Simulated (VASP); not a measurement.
# Co (P6_3/mmc) in VASP: notebook

Co is run at these levels: PBE, PBEsol+D3(BJ); tasks: single point.

Program: VASP 6.6.1. These are calculated values, not measurements. Logs are shortened: lines on timing, memory, paths and dates and some standing lists are left out, and cuts for length are marked.

## 1. The cell of the first run

Symmetry: P6_3/mmc, No. 194, hexagonal system. Conventional cell: a = 2.472 Å, b = 2.472 Å, c = 4.021 Å, α = 90.00°, β = 90.00°, γ = 120.00°. Within 3.3 Å of Co (site symmetry -6m2) lie 12 Co at 2.47 Å.

## 2. Single point, PBE, collinear spin, ferromagnetic start

File INCAR:

```
SYSTEM = Co
PREC = Accurate
ENCUT = 690
EDIFF = 1E-6
ISMEAR = 0
SIGMA = 0.020999999999999998
LREAL = .False.
LASPH = .True.
NELM = 200
ALGO = Normal
ISIF = 2
LWAVE = .False.
LCHARG = .False.
ISPIN = 2
MAGMOM = 2 2
LORBIT = 11
LMAXMIX = 4
GGA = PE
NBANDS = 28
GGA_COMPAT = .False.
```

File KPOINTS:

```
Automatic mesh
0
Gamma
  12 12 7
  0 0 0
```

File POSCAR:

```
Co
1.0
    2.4719999032      0.0000000000      0.0000000000
   -1.2359999516      2.1408147143      0.0000000000
    0.0000000000      0.0000000000      4.0211440800
Co
2
Direct
    0.6666666667      0.3333333333      0.7500000000
    0.3333333333      0.6666666667      0.2500000000
```

Potentials or basis: VASP PAW PBE potentials, release 64 (Co_sv).

On the command line:

```console
> cat potpaw_PBE.64/Co_sv/POTCAR > POTCAR
> mpirun -np 1 vasp_std > vasp.out
```

OUTCAR:

```text
SYSTEM = Co
   PREC = Accurate
   ENCUT = 690
   EDIFF = 1E-6
   ISMEAR = 0
   LREAL = .False.
   LASPH = .True.
   NELM = 200
   ISIF = 2
   ISPIN = 2
   LORBIT = 11
   GGA = PE

 ion  position               nearest neighbor table
   1  0.667  0.333  0.750-   2 2.47   2 2.47   2 2.47   2 2.47   2 2.47   2 2.47
   2  0.333  0.667  0.250-   1 2.47   1 2.47   1 2.47   1 2.47   1 2.47   1 2.47

  LATTYP: Found a hexagonal cell.
 ALAT       =     2.4719999032
 C/A-ratio  =     1.6266764715

  Lattice vectors:

 A1 = (   2.4719999032,   0.0000000000,   0.0000000000)
 A2 = (  -1.2359999516,   2.1408147143,   0.0000000000)
 A3 = (   0.0000000000,   0.0000000000,   4.0211440800)

Analysis of symmetry for initial positions (statically):
=====================================================================
 Subroutine PRICEL returns:
 Original cell was already a primitive cell.

 Routine SETGRP: Setting up the symmetry group for a
 hexagonal supercell.

 Subroutine GETGRP returns: Found 24 space group operations
 (whereof 12 operations were pure point group operations)
 out of a pool of 24 trial point group operations.

The static configuration has the point symmetry D_3d.
 The point group associated with its full space group is D_6h.

Analysis of symmetry for dynamics (positions and initial velocities):
=====================================================================
 Subroutine PRICEL returns:
 Original cell was already a primitive cell.

 Routine SETGRP: Setting up the symmetry group for a
 hexagonal supercell.

 Subroutine GETGRP returns: Found 24 space group operations
 (whereof 12 operations were pure point group operations)
 out of a pool of 24 trial point group operations.

The dynamic configuration has the point symmetry D_3d.
 The point group associated with its full space group is D_6h.

Analysis of structural, dynamic, and magnetic symmetry:
=====================================================================
 Subroutine PRICEL returns:
 Original cell was already a primitive cell.

 Routine SETGRP: Setting up the symmetry group for a
 hexagonal supercell.

 Subroutine GETGRP returns: Found 24 space group operations
 (whereof 12 operations were pure point group operations)
 out of a pool of 24 trial point group operations.

The overall configuration has the point symmetry D_3d.
 The point group associated with its full space group is D_6h.

 Subroutine INISYM returns: Found 24 space group operations
 (whereof 12 operations are pure point group operations),
 and found     1 'primitive' translations

----------------------------------------------------------------------------------------

                                     Primitive cell

  volume of cell :      21.2803

  direct lattice vectors                    reciprocal lattice vectors
     2.471999903  0.000000000  0.000000000     0.404530760  0.233555943  0.000000000
    -1.235999952  2.140814714  0.000000000     0.000000000  0.467111887  0.000000000
     0.000000000  0.000000000  4.021144080     0.000000000  0.000000000  0.248685444

  length of vectors
     2.471999903  2.471999903  4.021144080     0.467111887  0.467111887  0.248685444

  position of ions in fractional coordinates (direct lattice)
     0.666666667  0.333333333  0.750000000
     0.333333333  0.666666667  0.250000000

  ion indices of the primitive-cell ions
   primitive index   ion index
                 1           1
                 2           2

----------------------------------------------------------------------------------------

 KPOINTS: Automatic mesh

Automatic generation of k-mesh.
 Grid dimensions read from file:
 generate k-points for:   12   12    7

 Generating k-lattice:

  Cartesian coordinates                     Fractional coordinates (reciprocal lattice)
     0.033710897  0.019462995  0.000000000     0.083333333 -0.000000000  0.000000000
     0.000000000  0.038925991  0.000000000     0.000000000  0.083333333  0.000000000
     0.000000000  0.000000000  0.035526492     0.000000000  0.000000000  0.142857143

  Length of vectors
     0.038925991  0.038925991  0.035526492

  Shift w.r.t. Gamma in fractional coordinates (k-lattice)
     0.000000000  0.000000000  0.000000000

 Subroutine IBZKPT returns following result:
 ===========================================

 Found     76 irreducible k-points:

 Following reciprocal coordinates:
            Coordinates               Weight
  0.000000  0.000000  0.000000      1.000000
  0.083333  0.000000  0.000000      6.000000
  0.166667  0.000000  0.000000      6.000000
  0.250000  0.000000  0.000000      6.000000
  0.333333  0.000000  0.000000      6.000000
  0.416667  0.000000  0.000000      6.000000
[... 16 lines left out ...]
  0.250000  0.000000  0.142857     12.000000
  0.333333  0.000000  0.142857     12.000000
 [... further k-points ...]
   k-points           NKPTS =     76   k-points in BZ     NKDIM =     76   number of bands    NBANDS=     28
   number of dos      NEDOS =    301   number of ions     NIONS =      2
   total plane-waves  NPLWV =  20736
   dimension x,y,z NGX =    24 NGY =   24 NGZ =   36
   dimension x,y,z NGXF=    48 NGYF=   48 NGZF=   72
   ions per type =               2
   NGX,Y,Z   is equivalent  to a cutoff of  16.14, 16.14, 14.88 a.u.
   NGXF,Y,Z  is equivalent  to a cutoff of  32.28, 32.28, 29.77 a.u.
 SYSTEM =  Co
   PREC   = accura    normal or accurate (medium, high low for compatibility)
   ISTART =      0    job   : 0-new  1-cont  2-samecut
   ICHARG =      2    charge: 1-file 2-atom 10-const
   ISPIN  =      2    spin polarized calculation?
   LNONCOLLINEAR =      F non collinear calculations
   LSORBIT =      F    spin-orbit coupling
   LASPH  =      T    aspherical Exc in radial PAW
   ENCUT  =  690.0 eV  50.71 Ry    7.12 a.u.   5.29  5.29  8.61*2*pi/ulx,y,z
   NELM   =    200;   NELMIN=  2; NELMDL= -5     # of ELM steps
   EDIFF  = 0.1E-05   stopping-criterion for ELM
   LREAL  =      F    real-space projection
[... 7 lines left out ...]
   TEBEG  =    0.0;   TEEND  =   0.0 temperature during run
   PSTRESS=    0.0 pullay stress
   NELECT =      34.0000    total number of electrons
   NUPDOWN=      -1.0000    fix difference up-down
   EMIN   =  10.00;   EMAX   =-10.00  energy-range for DOS
   EFERMI =   0.00;   METHOD = LEGACY
   ISMEAR =     0;   SIGMA  =   0.02  broadening in eV -4-tet -1-fermi 0-gaus
   EFERMI_NEDOS =   21; number of points for ismear=-14 and -15
   IALGO  =     38    algorithm
   IMIX   =      4    mixing-type and parameters
     AMIX     =   0.40;   BMIX     =  1.00
     AMIX_MAG =   1.60;   BMIX_MAG =  1.00
  volume/ion in A,a.u.               =      10.64        71.80
  Fermi-wavevector in a.u.,A,eV,Ry     =   1.913854  3.616659 49.835912  3.662836
  Thomas-Fermi vector in A             =   2.949907
   LORBIT       =     11    0 simple, 1 ext, 2 COOP (PROOUT), +10 PAW based schemes
   GGA     = PE    functional components
   LHFCALC =     F    Hartree Fock is set to
   AEXX    =    0.0000 exact exchange contribution
   IVDW    =     0    specifies the selected vdW correction
   LEPSILON=     F    determine dielectric tensor
   LRPA    =     F    only Hartree local field effects (RPA)
 spin polarized calculation
 Gauss-broadening in eV      SIGMA  =   0.02
  energy-cutoff  :      690.00
  volume of cell :       21.28
 maximum number of plane-waves:       890
 NGX is ok and might be reduce to    24
   NGX = 11   NGY = 11   NGZ = 17

 number of electron      34.0000034 magnetization       3.2158014

 Free energy of the ion-electron system (eV)
  ---------------------------------------------------
  ext. energy  EPLUGINS =         0.00000000
  ---------------------------------------------------
  free energy    TOTEN  =       -14.23391478 eV

  energy without entropy =      -14.23347003  energy(sigma->0) =      -14.23369241

 E-fermi :  12.3232     XC(G=0): -14.0265

 val. band max:       12.3197920403   @ k =   0.0000   0.0000   0.1429
 cond. band min:      12.3331564344   @ k =   0.2500   0.0000   0.0000
 fundamental gap:      0.0133643942
 Fermi energy:        12.3232387205

 spin component 1

 k-point     1 :       0.0000    0.0000    0.0000
  band No.  band energies     occupation
      1     -83.7661      1.00000
      2     -83.7060      1.00000
      3     -47.1635      1.00000
      4     -46.8652      1.00000
      5     -46.8652      1.00000
      6     -46.8172      1.00000
[... 20 lines left out ...]
     27      38.4236      0.00000
     28      38.4236      0.00000

 k-point     2 :       0.0833    0.0000    0.0000
  band No.  band energies     occupation
      1     -83.7626      1.00000
      2     -83.7043      1.00000
      3     -47.1558      1.00000
      4     -46.8826      1.00000
      5     -46.8709      1.00000
      6     -46.8338      1.00000
[... 674 lines left out ...]
 k-point    24 :       0.3333    0.0000    0.1429
  band No.  band energies     occupation
      1     -83.7227      1.00000
      2     -83.6916      1.00000
      3     -47.0896      1.00000
      4     -47.0296      1.00000
      5     -47.0108      1.00000
      6     -46.9209      1.00000
[... 20 lines left out ...]
     27      35.6523      0.00000
     28      37.2138      0.00000

 [... further k-points ...]

 spin component 2

 k-point     1 :       0.0000    0.0000    0.0000
  band No.  band energies     occupation
      1     -81.7087      1.00000
      2     -81.6442      1.00000
      3     -45.1790      1.00000
      4     -44.8527      1.00000
      5     -44.8527      1.00000
      6     -44.8019      1.00000
[... 20 lines left out ...]
     27      38.7591      0.00000
     28      38.7591      0.00000

 k-point     2 :       0.0833    0.0000    0.0000
  band No.  band energies     occupation
      1     -81.7050      1.00000
      2     -81.6424      1.00000
      3     -45.1706      1.00000
      4     -44.8717      1.00000
      5     -44.8589      1.00000
      6     -44.8192      1.00000
[... 674 lines left out ...]
 k-point    24 :       0.3333    0.0000    0.1429
  band No.  band energies     occupation
      1     -81.6621      1.00000
      2     -81.6287      1.00000
      3     -45.0978      1.00000
      4     -45.0326      1.00000
      5     -45.0114      1.00000
      6     -44.9131      1.00000
[... 20 lines left out ...]
     27      36.0011      0.00000
     28      37.5759      0.00000

 [... further k-points ...]
[... 5 lines left out ...]
  --------------------------------------------------------------------------------------
  -------------------------------------------------------------------------------------
  Total        0.5955996      0.5955996      0.1520586      0.0000000      0.0000000     -0.0000000
  in kB       44.8422922     44.8422922     11.4483900      0.0000000      0.0000000     -0.0000000
  external PRESSURE =      33.7109915 kB  Pullay stress =       0.0000000 kB

 VOLUME and BASIS-vectors are now :
 -----------------------------------------------------------------------------
  energy-cutoff  :      690.00
  volume of cell :       21.28
      direct lattice vectors                 reciprocal lattice vectors
     2.471999903  0.000000000  0.000000000     0.404530760  0.233555943  0.000000000
    -1.235999952  2.140814714  0.000000000     0.000000000  0.467111887  0.000000000
     0.000000000  0.000000000  4.021144080     0.000000000  0.000000000  0.248685444

 POSITION                                       TOTAL-FORCE (eV/Angst)
 -----------------------------------------------------------------------------------
      1.23600      0.71360      3.01586        -0.000000     -0.000000      0.000000
     -0.00000      1.42721      1.00529         0.000000      0.000000      0.000000
 -----------------------------------------------------------------------------------
    total drift:                               -0.000000      0.000000     -0.000000

  FREE ENERGIE OF THE ION-ELECTRON SYSTEM (eV)
  ---------------------------------------------------
  free  energy   TOTEN  =       -14.2339147806 eV

  energy  without entropy=      -14.2334700294  energy(sigma->0) =      -14.23369241

 total charge

# of ion       s       p       d       tot
------------------------------------------
    1        2.250   6.125   6.698  15.073
    2        2.250   6.125   6.698  15.073
--------------------------------------------------
tot          4.500  12.250  13.396  30.146

 magnetization (x)

# of ion       s       p       d       tot
------------------------------------------
    1       -0.004  -0.014   1.694   1.676
    2       -0.004  -0.014   1.694   1.676
--------------------------------------------------
tot         -0.009  -0.028   3.388   3.351
```

It took 93 s on 1 thread of Intel Xeon Platinum 8259CL at 2.50GHz (Skylake/Cascade Lake), shared host; peak memory 0.23 GiB.

What came out:

- Free energy: -14.2339 eV
- Pressure: 3.4 GPa
- Net moment: 3.22 μB per cell
- Site moments: Co +1.68 μB
- Valence electrons inside the program's atomic spheres: Co 15.07

Caveat: the cell stands under pressure.

## 3. Single point, PBE, collinear spin, zero start

File INCAR:

```
PREC = Accurate ; ENCUT = 690
EDIFF = 1E-6 ; ISMEAR = -1
SIGMA = 0.05 ; LREAL = False
LASPH = True ; NELM = 200
ALGO = Normal ; ISIF = 2
LWAVE = False ; LCHARG = False
ISPIN = 2 ; MAGMOM = 0 0
LORBIT = 11 ; NUPDOWN = 0.0
LMAXMIX = 4 ; GGA = PE
NBANDS = 28 ; GGA_COMPAT = False
```

File KPOINTS:

```
Automatic mesh
0
Gamma
  10 10 6
```

POSCAR is that of step 2.

Potentials or basis: VASP PAW PBE potentials, release 64 (Co_sv).

On the command line:

```console
> cat potpaw_PBE.64/Co_sv/POTCAR > POTCAR
> mpirun -np 1 vasp_std > vasp.out
```

Wall time 74 s (1 thread of Intel Xeon Platinum 8488C (Sapphire Rapids), shared host); peak memory 0.21 GiB.

It converged, with:

```
Free energy                                           : -13.8194 eV
Pressure                                              : -8.3 GPa
Net moment                                            : 0.00 μB per cell
Valence electrons inside the program's atomic spheres : Co 15.07
```

Stress tensor (GPa, compression positive):
```
-7.94  0.00  0.00
 0.00 -7.94  0.00
 0.00  0.00 -9.08
```

Caveat: the cell stands under tension; the total moment is fixed, so each spin has its own Fermi level.

## 4. Single point, PBE, collinear spin, ferromagnetic start

File INCAR:

```
SYSTEM = Co
PREC = Accurate
ENCUT = 690
EDIFF = 1E-6
ISMEAR = -1
SIGMA = 0.05
LREAL = .FALSE.
LASPH = .TRUE.
NELM = 200
ALGO = Normal
ISIF = 2
LWAVE = .FALSE.
LCHARG = .FALSE.
ISPIN = 2
MAGMOM = 3 3
LORBIT = 11
NUPDOWN = 6.0
LMAXMIX = 4
GGA = PE
NBANDS = 28
GGA_COMPAT = .FALSE.
```

File KPOINTS:

```
regular mesh
0
G
  10 10 6
  0 0 0
```

POSCAR is that of step 3.

On the command line:

```console
> cat potpaw_PBE.64/Co_sv/POTCAR > POTCAR
> mpirun -np 1 vasp_std > vasp.out
```

Run time: 60 s. Hardware: 1 thread of Intel Xeon Platinum 8375C at 2.90GHz (Ice Lake), shared host; peak memory 0.21 GiB.

It converged, with:

- Free energy: -10.4096 eV
- Pressure: 50.7 GPa
- Net moment: 6.00 μB per cell
- Site moments: Co +2.68 μB
- Valence electrons inside the program's atomic spheres: Co 14.96

Stress tensor (GPa, compression positive):
```
48.98  0.00  0.00
 0.00 48.98  0.00
 0.00  0.00 54.10
```

Caveat: the stress differs along the axes, from 49 to 54 GPa; the total moment is fixed, so each spin has its own Fermi level and the state may be an excited one.

## 5. Single point, PBEsol+D3(BJ), collinear spin, ferromagnetic start

This run uses another cell than the first one, of 10.10 Å³/atom.

INCAR, as its differences from that of step 4:

```diff
@@ -14,7 +14,7 @@
 ISPIN = 2
-MAGMOM = 3 3
+MAGMOM = 2 2
 LORBIT = 11
-NUPDOWN = 6.0
 LMAXMIX = 4
-GGA = PE
+GGA = PS
+IVDW = 12
 NBANDS = 28
```

File KPOINTS:

```
regular mesh
0
G
  12 12 7
  0 0 0
```

File POSCAR:

```
Co
1.0
    2.4354959879      0.0000000000      0.0000000000
   -1.2177479940      2.1092013963      0.0000000000
    0.0000000000      0.0000000000      3.9313187396
Co
2
Direct
    0.6666666667      0.3333333333      0.7500000000
    0.3333333333      0.6666666667      0.2500000000
```

On the command line:

```console
> cat potpaw_PBE.64/Co_sv/POTCAR > POTCAR
> mpirun -np 1 vasp_std > vasp.out
```

Run time: 89 s. Hardware: 1 thread of Intel Xeon Platinum 8259CL at 2.50GHz (Skylake/Cascade Lake), shared host; peak memory 0.23 GiB.

The run converged. Its results:

```yaml
Free_energy: -16.4445 eV
Pressure: -1.7 GPa
Net_moment: 3.05 μB per cell
Site_moments: Co +1.58 μB
Valence_electrons_inside_the_program's_atomic_spheres: Co 15.11
Dispersion_energy_per_atom: -0.409 eV
```

Levels at points of the mesh, in eV from the Fermi level:
Spin up:
```
           k point  band 16  band 17  band 18  band 19  band 20  band 21
(0.00, 0.00, 0.00)    -1.91    -1.91    -0.66    -0.66    -0.22     7.01
(0.50, 0.00, 0.00)    -0.52    -0.40    -0.35     1.50     3.66    10.20
```
Spin down:
```csv
k point,band 11,band 12,band 13,band 14,band 15,band 16,band 17,band 18,band 19,band 20
"(0.00, 0.00, 0.00)",-1.13,-1.12,-1.12,-0.71,-0.71,-0.25,-0.25,-0.19,1.12,1.12
"(0.50, 0.00, 0.00)",-3.65,-2.05,-1.31,-1.19,-0.72,1.27,1.43,1.46,2.75,4.64
```

Caveat: the PAW data sets were made with another functional, which shifts forces and pressure a little.

## 6. The runs side by side

| level | spin | fixed moment (μB) | cell | k mesh | smearing | gap on the mesh (eV) | pressure (GPa) | moment (μB) |
| --- | --- | --- | --- | --- | --- | --- | --- | --- |
| PBE | collinear, ferromagnetic start | - | a = 2.472, b = 2.472, c = 4.021 Å, angles 90.0, 90.0, 120.0°, 2 atoms | 12 × 12 × 7 | gaussian 0.021 eV | none | 3.4 | 3.22 |
| PBE | collinear, zero start | 0.0 | a = 2.472, b = 2.472, c = 4.021 Å, angles 90.0, 90.0, 120.0°, 2 atoms | 10 × 10 × 6 | fermi-dirac 0.05 eV | - | -8.3 | 0.00 |
| PBE | collinear, ferromagnetic start | 6.0 | a = 2.472, b = 2.472, c = 4.021 Å, angles 90.0, 90.0, 120.0°, 2 atoms | 10 × 10 × 6 | fermi-dirac 0.05 eV | - | 50.7 | 6.00 |
| PBEsol+D3(BJ) | collinear, ferromagnetic start | - | a = 2.435, b = 2.435, c = 3.931 Å, angles 90.0, 90.0, 120.0°, 2 atoms | 12 × 12 × 7 | fermi-dirac 0.05 eV | none | -1.7 | 3.05 |

Alike in all rows: task single point; potentials or basis VASP PAW PBE potentials, release 64 (Co_sv); cutoff (eV) 690.

Caveats: the cell stands under pressure (at least some runs); the cell stands under tension (at least some runs); the total moment is fixed, so each spin has its own Fermi level (at least some runs); the stress differs along the axes, from 49 to 54 GPa (at least some runs); the total moment is fixed, so each spin has its own Fermi level and the state may be an excited one (at least some runs); the PAW data sets were made with another functional, which shifts forces and pressure a little (at least some runs).

Total energies depend on the potentials used, so only differences within one code and one set of settings carry meaning.

The gap in the log of VASP goes by the Fermi energy; the results here count the filled bands.